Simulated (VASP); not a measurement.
A run of VASP 6.6.1:

The input INCAR:

```
  PREC = Accurate
  ENCUT = 520
  EDIFF = 1E-7
  ISMEAR = -1
  SIGMA = 0.02
  LREAL = False
  LASPH = True
  NELM = 100
  ALGO = Normal
  ISIF = 2
  LWAVE = False
  LCHARG = True
  GGA = PE
  LELF = True
  LVHAR = True
  NBANDS = 16
```

The input KPOINTS:

```
Automatic mesh
0
Gamma
  10 10 10
```

File POSCAR:

```
ZnO
1.0
    0.0000000000      2.1045377419      2.1712590042
    2.1045377419      0.0000000000      2.1712590042
    2.1045377419      2.1045377419      0.0000000000
Zn O
1 1
Direct
    0.0000000000      0.0000000000      0.0000000000
    0.5000000000      0.5000000000      0.5000000000
```

Potentials or basis: VASP PAW PBE potentials, release 64 (Zn, O).

The run is started by

```sh
$ cat potpaw_PBE.64/Zn/POTCAR potpaw_PBE.64/O/POTCAR > POTCAR
$ mpirun -np 1 vasp_std > vasp.out
```

Hardware: 1 thread of AMD EPYC 7R13, with other jobs on the host.

Task: Estimate the wall time of this run.

Result: Run time: 60 s on 1 thread of AMD EPYC 7R13 (shared host), peak memory 0.13 GiB. Counts: scf iterations 15, k points 102.
